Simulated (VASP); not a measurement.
# Na (Im-3m) in VASP: further runs

The runs below take Na through single point, with PBEsol.

All numbers are computed with VASP 6.6.1; they aren't measurements. Logs are shortened: lines on timing, memory, paths and dates and some standing lists are left out, and cuts for length are marked.

### 1 The cell of the first run

The structure is cubic, space group Im-3m (No. 229). The conventional cell has a = 3.072 Å, b = 3.072 Å, c = 3.072 Å, α = 90.00°, β = 90.00°, γ = 90.00°. Na (site symmetry m-3m) has 14 Na at 2.66 to 3.07 Å within 3.5 Å.

### 2 Single point, PBEsol (14.50 Å³/atom)

INCAR reads:

```
PREC = Accurate
ENCUT = 520
EDIFF = 1E-7
ISMEAR = -1
SIGMA = 0.05
LREAL = F
LASPH = T
NELM = 80
ALGO = Normal
ISIF = 2
LWAVE = F
LCHARG = F
GGA = PS
NBANDS = 10
```

KPOINTS reads:

```
Automatic mesh
0
Gamma
  13 13 13
```

POSCAR reads:

```
Na
1.0
   -1.5360877816      1.5360877816      1.5360877816
    1.5360877816     -1.5360877816      1.5360877816
    1.5360877816      1.5360877816     -1.5360877816
Na
1
Direct
    0.0000000000      0.0000000000      0.0000000000
```

Potentials or basis: VASP PAW PBE potentials, release 64 (Na_pv).

On the command line:

```sh
cat potpaw_PBE.64/Na_pv/POTCAR > POTCAR
mpirun -np 1 vasp_std > vasp.out
```

OUTCAR:

```text
PREC = Accurate
   ENCUT = 520
   EDIFF = 1E-7
   ISMEAR = -1
   LREAL = F
   LASPH = T
   NELM = 80
   ISIF = 2
   GGA = PS

 ion  position               nearest neighbor table
   1  0.000  0.000  0.000-

  LATTYP: Found a body centered cubic cell.
 ALAT       =     3.0721755632

  Lattice vectors:

 A1 = (  -1.5360877816,   1.5360877816,   1.5360877816)
 A2 = (   1.5360877816,  -1.5360877816,   1.5360877816)
 A3 = (   1.5360877816,   1.5360877816,  -1.5360877816)

Analysis of symmetry for initial positions (statically):
=====================================================================
 Subroutine PRICEL returns:
 Original cell was already a primitive cell.

 Routine SETGRP: Setting up the symmetry group for a
 body centered cubic supercell.

 Subroutine GETGRP returns: Found 48 space group operations
 (whereof 48 operations were pure point group operations)
 out of a pool of 48 trial point group operations.

The static configuration has the point symmetry O_h .

Analysis of symmetry for dynamics (positions and initial velocities):
=====================================================================
 Subroutine PRICEL returns:
 Original cell was already a primitive cell.

 Routine SETGRP: Setting up the symmetry group for a
 body centered cubic supercell.

 Subroutine GETGRP returns: Found 48 space group operations
 (whereof 48 operations were pure point group operations)
 out of a pool of 48 trial point group operations.

The dynamic configuration has the point symmetry O_h .

 Subroutine INISYM returns: Found 48 space group operations
 (whereof 48 operations are pure point group operations),
 and found     1 'primitive' translations

----------------------------------------------------------------------------------------

                                     Primitive cell

  volume of cell :      14.4980

  direct lattice vectors                    reciprocal lattice vectors
    -1.536087782  1.536087782  1.536087782     0.000000000  0.325502231  0.325502231
     1.536087782 -1.536087782  1.536087782     0.325502231  0.000000000  0.325502231
     1.536087782  1.536087782 -1.536087782     0.325502231  0.325502231  0.000000000

  length of vectors
     2.660582083  2.660582083  2.660582083     0.460329670  0.460329670  0.460329670

  position of ions in fractional coordinates (direct lattice)
     0.000000000  0.000000000  0.000000000

  ion indices of the primitive-cell ions
   primitive index   ion index
                 1           1

----------------------------------------------------------------------------------------

 KPOINTS: Automatic mesh

Automatic generation of k-mesh.
 Grid dimensions read from file:
 generate k-points for:   13   13   13

 Generating k-lattice:

  Cartesian coordinates                     Fractional coordinates (reciprocal lattice)
     0.000000000  0.025038633  0.025038633     0.076923077  0.000000000  0.000000000
     0.025038633  0.000000000  0.025038633     0.000000000  0.076923077  0.000000000
     0.025038633  0.025038633  0.000000000     0.000000000  0.000000000  0.076923077

  Length of vectors
     0.035409975  0.035409975  0.035409975

  Shift w.r.t. Gamma in fractional coordinates (k-lattice)
     0.000000000  0.000000000  0.000000000

 Subroutine IBZKPT returns following result:
 ===========================================

 Found     84 irreducible k-points:

 Following reciprocal coordinates:
            Coordinates               Weight
  0.000000  0.000000  0.000000      1.000000
  0.076923  0.000000  0.000000     12.000000
  0.153846  0.000000  0.000000     12.000000
  0.230769  0.000000  0.000000     12.000000
  0.307692  0.000000  0.000000     12.000000
  0.384615  0.000000  0.000000     12.000000
[... 16 lines left out ...]
  0.153846  0.076923  0.076923     24.000000
  0.230769  0.076923  0.076923     24.000000
 [... further k-points ...]
   k-points           NKPTS =     84   k-points in BZ     NKDIM =     84   number of bands    NBANDS=     10
   number of dos      NEDOS =    301   number of ions     NIONS =      1
   total plane-waves  NPLWV =   8000
   dimension x,y,z NGX =    20 NGY =   20 NGZ =   20
   dimension x,y,z NGXF=    40 NGYF=   40 NGZF=   40
   ions per type =               1
   NGX,Y,Z   is equivalent  to a cutoff of  12.50, 12.50, 12.50 a.u.
   NGXF,Y,Z  is equivalent  to a cutoff of  24.99, 24.99, 24.99 a.u.
 SYSTEM =  unknown system
   PREC   = accura    normal or accurate (medium, high low for compatibility)
   ISTART =      0    job   : 0-new  1-cont  2-samecut
   ICHARG =      2    charge: 1-file 2-atom 10-const
   ISPIN  =      1    spin polarized calculation?
   LNONCOLLINEAR =      F non collinear calculations
   LSORBIT =      F    spin-orbit coupling
   LASPH  =      T    aspherical Exc in radial PAW
   ENCUT  =  520.0 eV  38.22 Ry    6.18 a.u.   4.95  4.95  4.95*2*pi/ulx,y,z
   NELM   =     80;   NELMIN=  2; NELMDL= -5     # of ELM steps
   EDIFF  = 0.1E-06   stopping-criterion for ELM
   LREAL  =      F    real-space projection
   EDIFFG = 0.1E-05   stopping-criterion for IOM
   NSW    =      0    number of steps for IOM
   IBRION =     -1    ionic relax: 0-MD 1-quasi-New 2-CG
   NFREE  =      0    steps in history (QN), initial steepest desc. (CG)
   ISIF   =      2    stress and relaxation
   ISYM   =      2    0-nonsym 1-usesym 2-fastsym
   POTIM  = 0.5000    time-step for ionic-motion
   TEBEG  =    0.0;   TEEND  =   0.0 temperature during run
   PSTRESS=    0.0 pullay stress
   NELECT =       7.0000    total number of electrons
   NUPDOWN=      -1.0000    fix difference up-down
   EMIN   =  10.00;   EMAX   =-10.00  energy-range for DOS
   EFERMI =   0.00;   METHOD = LEGACY
   ISMEAR =    -1;   SIGMA  =   0.05  broadening in eV -4-tet -1-fermi 0-gaus
   EFERMI_NEDOS =   21; number of points for ismear=-14 and -15
   IALGO  =     38    algorithm
   IMIX   =      4    mixing-type and parameters
     AMIX     =   0.40;   BMIX     =  1.00
     AMIX_MAG =   1.60;   BMIX_MAG =  1.00
  volume/ion in A,a.u.               =      14.50        97.84
  Fermi-wavevector in a.u.,A,eV,Ry     =   1.284315  2.427003 22.442326  1.649464
  Thomas-Fermi vector in A             =   2.416516
   LORBIT       =      0    0 simple, 1 ext, 2 COOP (PROOUT), +10 PAW based schemes
   GGA     = PS    functional components
   LHFCALC =     F    Hartree Fock is set to
   AEXX    =    0.0000 exact exchange contribution
   IVDW    =     0    specifies the selected vdW correction
   LEPSILON=     F    determine dielectric tensor
   LRPA    =     F    only Hartree local field effects (RPA)
 non-spin polarized calculation
  energy-cutoff  :      520.00
  volume of cell :       14.50
 maximum number of plane-waves:       402
   NGX =  9   NGY =  9   NGZ =  9

 number of electron       7.0000005 magnetization

 Free energy of the ion-electron system (eV)
  ---------------------------------------------------
  ext. energy  EPLUGINS =         0.00000000
  ---------------------------------------------------
  free energy    TOTEN  =        -0.09532360 eV

  energy without entropy =       -0.09203568  energy(sigma->0) =       -0.09367964

 E-fermi :   5.1414     XC(G=0):  -9.6686

 val. band max:        4.9782676221   @ k =  -0.3077   0.3077   0.3077
 cond. band min:       5.1432704272   @ k =  -0.3077   0.3846   0.2308
 fundamental gap:      0.1650028051
 Fermi energy:         5.1413942540

 k-point     1 :       0.0000    0.0000    0.0000
  band No.  band energies     occupation
      1     -20.0308      2.00000
      2     -20.0308      2.00000
      3     -20.0308      2.00000
      4      -0.9029      2.00000
      5      24.0548      0.00000
      6      24.0549      0.00000
      7      24.0549      0.00000
      8      25.9542      0.00000
      9      25.9542      0.00000
     10      27.1265      0.00000

 k-point     2 :       0.0769    0.0000    0.0000
  band No.  band energies     occupation
      1     -20.0716      2.00000
      2     -20.0411      2.00000
      3     -20.0313      2.00000
      4      -0.6903      2.00000
      5      22.0244      0.00000
      6      22.8878      0.00000
      7      23.9871      0.00000
      8      24.8357      0.00000
      9      25.0864      0.00000
     10      28.4842      0.00000

 k-point     3 :       0.1538    0.0000    0.0000
  band No.  band energies     occupation
      1     -20.1826      2.00000
      2     -20.0699      2.00000
      3     -20.0329      2.00000
      4      -0.0666      2.00000
      5      18.7015      0.00000
      6      21.2088      0.00000
      7      23.5733      0.00000
      8      23.8198      0.00000
      9      25.2256      0.00000
     10      30.2739      0.00000

 k-point     4 :       0.2308    0.0000    0.0000
  band No.  band energies     occupation
      1     -20.3339      2.00000
      2     -20.1103      2.00000
      3     -20.0353      2.00000
      4       0.9307      2.00000
      5      15.5798      0.00000
      6      19.7751      0.00000
      7      22.5862      0.00000
      8      23.6233      0.00000
      9      25.3661      0.00000
     10      31.5188      0.00000
[... 222 lines left out ...]
 k-point    22 :       0.0769    0.0769    0.0769
  band No.  band energies     occupation
      1     -20.2546      2.00000
      2     -20.0567      2.00000
      3     -20.0567      2.00000
      4       0.3387      2.00000
      5      18.3315      0.00000
      6      18.3315      0.00000
      7      22.9193      0.00000
      8      26.1447      0.00000
      9      26.1447      0.00000
     10      28.2568      0.00000

 k-point    23 :       0.1538    0.0769    0.0769
  band No.  band energies     occupation
      1     -20.3806      2.00000
      2     -20.1012      2.00000
      3     -20.0619      2.00000
      4       1.3180      2.00000
      5      15.5385      0.00000
      6      17.0208      0.00000
      7      22.1374      0.00000
      8      25.9114      0.00000
      9      26.7199      0.00000
     10      30.3659      0.00000

 k-point    24 :       0.2308    0.0769    0.0769
  band No.  band energies     occupation
      1     -20.5006      2.00000
      2     -20.1575      2.00000
      3     -20.0674      2.00000
      4       2.6191      2.00000
      5      12.8691      0.00000
      6      16.0435      0.00000
      7      21.4586      0.00000
      8      25.2362      0.00000
      9      27.2079      0.00000
     10      32.2726      0.00000

 [... further k-points ...]

------------------------ aborting loop because EDIFF is reached ----------------------------------------

  FORCE on cell =-STRESS in cart. coord.  units (eV):
  Direction    XX          YY          ZZ          XY          YZ          ZX
  --------------------------------------------------------------------------------------
  -------------------------------------------------------------------------------------
  Total        3.6886960      3.6886960      3.6886960     -0.0000000     -0.0000000      0.0000000
  in kB      407.6386424    407.6386424    407.6386424     -0.0000000     -0.0000000      0.0000000
  external PRESSURE =     407.6386424 kB  Pullay stress =       0.0000000 kB

 VOLUME and BASIS-vectors are now :
 -----------------------------------------------------------------------------
  energy-cutoff  :      520.00
  volume of cell :       14.50
      direct lattice vectors                 reciprocal lattice vectors
    -1.536087782  1.536087782  1.536087782     0.000000000  0.325502231  0.325502231
     1.536087782 -1.536087782  1.536087782     0.325502231  0.000000000  0.325502231
     1.536087782  1.536087782 -1.536087782     0.325502231  0.325502231  0.000000000

 POSITION                                       TOTAL-FORCE (eV/Angst)
 -----------------------------------------------------------------------------------
      0.00000      0.00000      0.00000         0.000000      0.000000      0.000000
 -----------------------------------------------------------------------------------
    total drift:                                0.000000     -0.000000      0.000000

  FREE ENERGIE OF THE ION-ELECTRON SYSTEM (eV)
  ---------------------------------------------------
  free  energy   TOTEN  =        -0.0953235991 eV

  energy  without entropy=       -0.0920356832  energy(sigma->0) =       -0.09367964
```

Wall time 14 s (1 thread of AMD EPYC 7R13, shared host); peak memory 0.09 GiB.

What came out:

```yaml
Free_energy: -0.0953 eV
Pressure: 40.8 GPa
Band_gap_on_the_k_mesh: zero (an odd number of electrons rules out a gap without spin polarisation)
```

Caveat: the cell stands under pressure; the PAW data sets were made with another functional, which shifts forces and pressure a little.

### 3 Single point, PBEsol (14.50 Å³/atom)

INCAR reads:

```
SYSTEM = Na
PREC = Accurate
ENCUT = 520
EDIFF = 1E-6
ISMEAR = -1
SIGMA = 0.05
LREAL = .False.
LASPH = .True.
NELM = 100
ALGO = Normal
ISIF = 2
LWAVE = .False.
LCHARG = .True.
GGA = PS
LELF = .True.
LVHAR = .True.
NBANDS = 10
```

KPOINTS reads:

```
Automatic mesh
0
Gamma
  13 13 13
  0 0 0
```

POSCAR is that of step 2.

Potentials or basis: VASP PAW PBE potentials, release 64 (Na_pv).

On the command line:

```sh
cat potpaw_PBE.64/Na_pv/POTCAR > POTCAR
mpirun -np 1 vasp_std > vasp.out
```

It took 17 s on 1 thread of AMD EPYC 7R13, shared host; peak memory 0.09 GiB.

It converged, with:

```
Free energy            : -0.0953 eV
Pressure               : 40.4 GPa
Band gap on the k mesh : zero (an odd number of electrons rules out a gap without spin polarisation)
```

Levels at points of the mesh, in eV from the Fermi level:
```csv
k point,band 1,band 2,band 3,band 4,band 5,band 6,band 7
"(0.00, 0.00, 0.00)",-25.17,-25.17,-25.17,-6.04,18.91,18.91,18.91
```

Caveat: the cell stands under pressure; the PAW data sets were made with another functional, which shifts forces and pressure a little.

### 4 Single point, PBEsol (18.12 Å³/atom)

This run uses another cell than the first one, of 18.12 Å³/atom.

INCAR, as its differences from that of step 3:

```diff
@@ -12,6 +12,4 @@
 LWAVE = .False.
-LCHARG = .True.
+LCHARG = .False.
 GGA = PS
-LELF = .True.
-LVHAR = .True.
 NBANDS = 10
```

KPOINTS is that of step 3.

POSCAR reads:

```
Na
1.0
   -1.6547004018      1.6547004018      1.6547004018
    1.6547004018     -1.6547004018      1.6547004018
    1.6547004018      1.6547004018     -1.6547004018
Na
1
Direct
    0.0000000000      0.0000000000      0.0000000000
```

On the command line:

```sh
cat potpaw_PBE.64/Na_pv/POTCAR > POTCAR
mpirun -np 1 vasp_std > vasp.out
```

Wall time 23 s (1 thread of AMD EPYC 7R13, shared host); peak memory 0.11 GiB.

Results (log left out):

```
Free energy            : -0.7513 eV
Pressure               : 19.9 GPa
Band gap on the k mesh : zero (an odd number of electrons rules out a gap without spin polarisation)
```

Levels at points of the mesh, in eV from the Fermi level:
```csv
k point,band 1,band 2,band 3,band 4,band 5,band 6,band 7
"(0.00, 0.00, 0.00)",-24.82,-24.82,-24.82,-5.25,17.02,17.02,17.02
```

Caveat: the cell stands under pressure; the PAW data sets were made with another functional, which shifts forces and pressure a little.
